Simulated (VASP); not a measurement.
Cs, 1 atom in the cell. The structure is cubic, space group Im-3m (No. 229). The conventional cell has a = 6.225 Å, b = 6.225 Å, c = 6.225 Å, α = 90.00°, β = 90.00°, γ = 90.00°. 

| Item | Value |
| --- | --- |
| Program | VASP 6.6.1 |
| Task | single point |
| Functional | RPBE |
| Potentials or basis | VASP PAW PBE potentials, release 64 (Cs_sv) |
| Cutoff | 520 eV |
| k mesh | 12 × 12 × 12 |
| Occupations | fermi-dirac, width 0.1 eV |
| Spin | no spin polarisation |
| Dipole correction | no |
| Further INCAR settings | ALGO = Normal; EDIFF = 1e-06; NBANDS = 10 |

Potentials or basis: VASP PAW PBE potentials, release 64 (Cs_sv).

Run with:

```console
$ cat potpaw_PBE.64/Cs_sv/POTCAR > POTCAR
$ mpirun -np 1 vasp_std > vasp.out
```

Hardware: 1 thread of Intel(R) Xeon(R) 6975P-C (Granite Rapids), on a shared host.

Q: How long does it take, and how much memory?

A: Run time: 26 s on 1 thread of Intel(R) Xeon(R) 6975P-C (Granite Rapids) (shared host), peak memory 0.27 GiB. Counts: scf iterations 10, k points 72.
